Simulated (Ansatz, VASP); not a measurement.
## CuO in VASP and in Ansatz

```
CELL_PARAMETERS angstrom
0.00000 -2.11656 -2.11656
-2.11656 0.00000 -2.11656
2.11656 2.11656 -4.23312
ATOMIC_POSITIONS crystal
Cu 0.50389 0.47699 0.48801
Cu 0.00389 0.97699 0.98801
O 0.74611 0.77301 0.76199
O 0.24611 0.27301 0.26199
```

Alike in both runs: functional r2SCAN; k mesh 10 × 10 × 6; occupations fermi-dirac, width 0.05 eV; no spin polarisation.

|  | VASP | Ansatz |
| --- | --- | --- |
| version | VASP 6.6.1 | Ansatz 0.2.0 |
| potentials or method | VASP PAW PBE potentials, release 64 (Cu, O) | Ansatz PAW |
| plane-wave cutoff (eV) | 520 | 500 |
| valence electrons in the cell | 34 | 50 |
| task | single point | density of states |

Ansatz gave:

```
gap on the k mesh at the Fermi level (eV)                     : none
pressure (GPa)                                                : -2.0
traceless stress, the component that is largest in VASP (GPa) : 4.73
rms of the force components (eV/Å)                            : 0.701
```

Problem. Which values does VASP return?

Solution. gap on the k mesh at the Fermi level (eV): none; pressure (GPa): -1.1; traceless stress, the component that is largest in VASP (GPa): 4.87; rms of the force components (eV/Å): 0.726.

VASP's potentials were made for PBE, not for r2SCAN. Atom by atom the forces differ by 0.024 eV/Å (rms over components). A gap of «none» marks a metal or a gap that the smearing closes. VASP's potentials hold 34 valence electrons a cell and Ansatz's 50, so a difference there can come from the potentials and not from the codes.
